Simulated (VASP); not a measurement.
The system is LiS4.

```
Li S
1.0
     4.96663    0.00000    0.00000
     0.00000    4.96663    0.00000
     0.00000    0.00000    4.00351
Li S
1 4
Direct
  0.00000 0.00000 0.00000
  0.27203 0.27203 0.50000
  0.72797 0.72797 0.50000
  0.72797 0.27203 0.50000
  0.27203 0.72797 0.50000
```

The cell was built from a structure type or drawn by symmetry, and may not be a known phase.

- Program: VASP 6.6.1
- Task: relaxation of cell and atoms
- Functional: PBE
- Potentials or basis: VASP PAW PBE potentials, release 64 (Li_sv, S)
- Cutoff: 600 eV
- k mesh: 8 × 8 × 10
- Occupations: gaussian, width 0.1 eV
- Spin: no spin polarisation

At the start: pressure -0.8 GPa; volume 19.75 Å³/atom.

**Question.** How do energy, volume and symmetry change on relaxing?

**Answer.** Over 11 steps the energy falls by 6.9 meV/atom and the volume is 19.52 Å³/atom (-1.2 %); space group P4/mmm (No. 123, to 0.1 Å) before and after.

The path:
```csv
step,energy change (eV),largest force (eV/Å),pressure (GPa),volume (Å³)
1,0.0000,0.3278,-0.78,98.76
2,-0.0150,0.1128,0.67,97.39
3,-0.0150,0.1156,0.67,97.40
4,-0.0256,0.0110,0.54,97.87
5,-0.0297,0.1075,0.48,98.36
6,-0.0301,0.1144,-0.83,99.50
7,-0.0328,0.0102,-0.21,98.95
8,-0.0335,0.0103,-0.16,98.64
9,-0.0346,0.0118,-0.02,97.73
10,-0.0347,0.0122,0.01,97.58
11,-0.0347,0.0031,0.05,97.58
```

Final structure:
```xyz
5
Lattice="5.0061 0.0000 0.0000 0.0000 5.0061 0.0000 0.0000 0.0000 3.8937" Properties=species:S:1:pos:R:3 pbc="T T T"
Li    0.0000    0.0000    0.0000
S     1.3936    1.3936    1.9469
S     3.6125    3.6125    1.9469
S     3.6125    1.3936    1.9469
S     1.3936    3.6125    1.9469
```

Caveat: the cutoff is under 1.25 times the usual one of these potentials, so pressure, stress and relaxed cells hold a basis-set (Pulay) error.
